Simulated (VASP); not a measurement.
Input of a VASP 6.6.1 run:

INCAR

```
SYSTEM = I
PREC = Accurate
ENCUT = 520
EDIFF = 1E-6
ISMEAR = 1
SIGMA = 0.005
LREAL = .FALSE.
LASPH = .TRUE.
NELM = 80
ALGO = Normal
ISIF = 2
LWAVE = .FALSE.
LCHARG = .TRUE.
GGA = CA
LELF = .TRUE.
LVHAR = .TRUE.
NBANDS = 10
```

File KPOINTS:

```
Automatic mesh
0
G
  16 16 16
  0 0 0
```

File POSCAR:

```
I
1.0
    2.5236214544      0.0000000000      0.0000000000
    0.0000000000      2.5236214544      0.0000000000
    0.0000000000      0.0000000000      2.5236214544
I
1
Direct
    0.0000000000      0.0000000000      0.0000000000
```

Potentials or basis: VASP PAW LDA potentials, release 64 (I).

Command:

```sh
$ cat potpaw_LDA.64/I/POTCAR > POTCAR
$ mpirun -np 1 vasp_std > vasp.out
```

(1) Predict the pressure.

Results:

(1) 173.8 GPa.

Caveat: an odd number of electrons without spin polarisation forces a metal; a magnetic or distorted state may lie lower.
